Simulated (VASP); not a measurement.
Write the native input for VASP 6.6.1 that does the following.

```
Task                               : single point
Functional                         : HSE06
Potentials or basis                : VASP PAW PBE potentials, release 64 (W_sv, C)
Cutoff                             : 520 eV
k mesh                             : 6 × 6 × 6
Occupations                        : fermi-dirac, width 0.05 eV
Spin                               : no spin polarisation
Dipole correction                  : no
Grid for exact exchange (PRECFOCK) : Normal
Further INCAR settings             : ALGO = Normal; EDIFF = 1e-06; NBANDS = 16
Share of exact exchange            : 0.25
Screening parameter                : 0.2079 1/Å
```

Crystal: WC.

```
W C
1.0
     0.00000    2.22154    2.22154
     2.22154    0.00000    2.22154
     2.22154    2.22154    0.00000
W C
1 1
Direct
  0.00000 0.00000 0.00000
  0.50000 0.50000 0.50000
```

One way to write it, as run:

POSCAR

```
WC
1.0
    0.0000000000      2.2215384142      2.2215384142
    2.2215384142      0.0000000000      2.2215384142
    2.2215384142      2.2215384142      0.0000000000
W C
1 1
Direct
    0.0000000000      0.0000000000      0.0000000000
    0.5000000000      0.5000000000      0.5000000000
```

INCAR.step1

```
PREC = Accurate ; ENCUT = 520
EDIFF = 1E-5 ; ISMEAR = -1
SIGMA = 0.05 ; LREAL = F
LASPH = T ; NELM = 60
ALGO = Normal ; ISIF = 2
LWAVE = T ; GGA = PE
NBANDS = 16
```

INCAR.step2

```
PREC = Accurate ; ENCUT = 520
EDIFF = 1E-6 ; ISMEAR = -1
SIGMA = 0.05 ; LREAL = F
LASPH = T ; NELM = 60
ALGO = Normal ; ISIF = 2
LWAVE = F ; LCHARG = T
GGA = PE ; LHFCALC = T
HFSCREEN = 0.2079 ; PRECFOCK = Normal
LELF = T ; LVHAR = T
ISTART = 1 ; NBANDS = 16
```

KPOINTS

```
regular mesh
0
Gamma
  6 6 6
```

Potentials or basis: VASP PAW PBE potentials, release 64 (W_sv, C).

Run with:

```bash
$ cat potpaw_PBE.64/W_sv/POTCAR potpaw_PBE.64/C/POTCAR > POTCAR
$ cp INCAR.step1 INCAR
$ mpirun -np 1 vasp_std > vasp.out
$ cp INCAR.step2 INCAR
$ mpirun -np 1 vasp_std > vasp.out
```

It gave:

| Item | Value |
| --- | --- |
| Pressure | -22.8 GPa |
| Band gap on the k mesh | zero (bands 9 and 10 overlap by 3.16 eV) |

Caveat: the k points lie up to 0.41 Å⁻¹ apart, too coarse for converged energies and pressures of a metal; the PAW data sets were made with another functional, which shifts forces and pressure a little; spin-orbit coupling is left out, which moves the levels of the heavy elements.

Run time: 58 min on 1 thread of Intel Xeon 8259CL, with other jobs on the host, peak memory 0.26 GiB.
